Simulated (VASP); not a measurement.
Set up this calculation in VASP 6.6.1, as the native input.

```yaml
Task: single point
Functional: PBE
Potentials_or_basis: VASP PAW PBE potentials, release 64 (Ge_d, Sb)
Cutoff: 520 eV
k_mesh: 3 × 3 × 4
Occupations: gaussian, width 0.1 eV
Spin: no spin polarisation
Dipole_correction: no
Further_INCAR_settings: ALGO = Normal; EDIFF = 1e-07; NBANDS = 46
```

The structure of Ge5Sb lies in POSCAR:

```
Ge5Sb
1.0
    6.0003204000      0.0000000000      0.0000000000
   -3.0001602000      5.1964299000      0.0000000000
    0.0000000000      0.0000000000      4.6693960000
Ge Sb
5 1
Direct
    0.3333333300      0.6666666700      0.0000000000
    0.6666666700      0.3333333300      0.0000000000
    0.5000000000      0.0000000000      0.5000000000
    0.5000000000      0.5000000000      0.5000000000
    0.0000000000      0.5000000000      0.5000000000
    0.0000000000      0.0000000000      0.0000000000
```

The cell was generated, and may not be a known phase.

The input as run:

INCAR

```
PREC     = Accurate       # precision mode
ENCUT    = 520            # plane-wave cutoff, eV
EDIFF    = 1E-7           # SCF threshold, eV
ISMEAR   = 0              # smearing method
SIGMA    = 0.1            # smearing width, eV
LREAL    = F              # projectors in reciprocal space
LASPH    = T              # aspherical terms in the spheres
NELM     = 60             # most SCF steps
ALGO     = Normal         # electronic algorithm
ISIF     = 2              # what is computed and relaxed
LWAVE    = F              # write WAVECAR
LCHARG   = F              # write CHGCAR
GGA      = PE             # functional
NBANDS   = 46             # bands
```

KPOINTS

```
regular mesh
0
Gamma
  3 3 4
```

Potentials or basis: VASP PAW PBE potentials, release 64 (Ge_d, Sb).

The run is started by

```sh
$ cat potpaw_PBE.64/Ge_d/POTCAR potpaw_PBE.64/Sb/POTCAR > POTCAR
$ mpirun -np 1 vasp_std > vasp.out
```

Results of the run:

The pressure is -4.2 GPa and the band gap on the k mesh is zero (an odd number of electrons rules out a gap without spin polarisation).

Caveat: the k points lie up to 0.40 Å⁻¹ apart, too coarse for converged energies and pressures of a metal; spin-orbit coupling is left out, which moves the levels of the heavy elements.

Run time: 44 s on 1 thread of Intel(R) Xeon(R) 6975P-C (Granite Rapids), on a shared host, peak memory 0.28 GiB.
